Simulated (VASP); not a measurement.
## TePb: single point with r2SCAN

The system is TePb.

```
Pb Te
1.0
     5.22349    0.00000    0.00000
    -2.61174    4.76176    0.00000
     0.00000    0.00000    6.57536
Pb Te
2 2
Direct
  0.33475 0.66950 0.93794
  0.66525 0.33050 0.43794
  0.33805 0.67610 0.43706
  0.66195 0.32390 0.93706
```

This cell differs from its parent crystal: uniaxial x strain -5.0%.

```json
{
  "Program": "VASP 6.6.1",
  "Task": "single point",
  "Functional": "r2SCAN",
  "Potentials or basis": "VASP PAW PBE potentials, release 64 (Pb_d, Te)",
  "Cutoff": "520 eV",
  "k mesh": "6 × 6 × 4",
  "Occupations": "gaussian, width 0.01 eV",
  "Spin": "no spin polarisation",
  "Dipole correction": "no",
  "Further INCAR settings": "ALGO = Normal; EDIFF = 1e-07; NBANDS = 28"
}
```

| Property | Result |
| --- | --- |
| Pressure | 1.8 GPa |
| Band gap on the k mesh | 1.19 eV, direct |

Stress tensor (GPa, compression positive):
```
2.36 0.00 0.00
0.00 2.78 0.00
0.00 0.00 0.19
```

Levels at points of the mesh, in eV from the valence-band top:
```tsv
k point	band 17	band 18	band 19	band 20	band 21	band 22	band 23	band 24
(0.00, 0.00, 0.00)	-2.90	-1.81	-1.66	-1.53	1.39	1.42	2.98	3.09
(0.50, 0.00, 0.00)	-2.73	-2.30	-2.24	-0.63	2.82	3.79	3.99	4.09
(0.00, 0.50, 0.00)	-2.73	-2.11	-1.92	-0.34	2.61	3.66	3.71	4.11
(0.00, 0.00, 0.50)	-2.32	-2.32	-1.53	-1.53	1.90	1.90	1.95	1.95
(0.50, 0.00, 0.50)	-1.73	-1.73	-0.83	-0.83	1.33	1.33	3.19	3.19
(0.00, 0.50, 0.50)	-1.48	-1.48	-0.80	-0.80	1.30	1.30	2.97	2.97
```

Run time: 5.2 min on 1 thread of Intel(R) Xeon(R) 6975P-C (Granite Rapids), with other jobs on the host, peak memory 0.4 GiB.

Caveat: the cell differs from its parent crystal (uniaxial x strain -5.0%); the PAW data sets were made with another functional, which shifts forces and pressure a little; spin-orbit coupling is left out, which moves the levels of the heavy elements. A k mesh can miss the band edges.
